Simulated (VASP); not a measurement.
Sc3BP2:

```
Sc B P
1.0
     3.59000    0.00000    0.00000
    -1.79500    3.10903    0.00000
     0.00000    0.00000    8.80000
Sc B P
3 1 2
Cartesian
  1.7950 1.0363 7.3920
  0.0000 2.0727 1.4080
  0.0000 0.0000 4.4000
  0.0000 0.0000 0.0000
  0.0000 2.0727 5.8667
  1.7950 1.0363 2.9333
```

```yaml
Program: VASP 6.6.1
Task: relaxation of cell and atoms
Functional: PBE
Potentials_or_basis: VASP PAW PBE potentials, release 64 (Sc_sv, B, P)
Cutoff: 600 eV
k_mesh: 5 × 5 × 2
Occupations: gaussian, width 0.2 eV
Spin: no spin polarisation
```

At the start: pressure 7.9 GPa; volume 16.37 Å³/atom.

Question: Where does the relaxation end?

Answer: Over 6 steps the energy falls by 33.3 meV/atom and the volume is 17.53 Å³/atom (+7.1 %); space group P-3m1 (No. 164, to 0.05 Å).

Step by step:
```csv
step,energy change (eV),largest force (eV/Å),pressure (GPa),volume (Å³)
1,0.0000,0.5742,7.88,98.22
2,-0.1271,0.2037,-4.09,110.12
3,-0.1843,0.3217,-0.31,105.62
4,-0.1939,0.1649,-0.17,105.42
5,-0.1981,0.1291,0.02,105.17
6,-0.1995,0.0665,-0.03,105.18
```

Final structure:
```xyz
6
Lattice="3.6538 0.0000 0.0000 -1.8269 3.1643 0.0000 0.0000 0.0000 9.0972" Properties=species:S:1:pos:R:3 pbc="T T T"
Sc    1.8269    1.0548    7.6636
Sc    0.0000    2.1095    1.4335
Sc    3.6538    0.0000    4.5486
B     3.6538    0.0000    9.0972
P     0.0000    2.1095    6.1179
P     1.8269    1.0548    2.9793
```

Caveat: the k points lie up to 0.40 Å⁻¹ apart in the final cell; the relaxation stopped at a loose force limit of 0.08 eV/Å, so its end isn't a converged minimum.
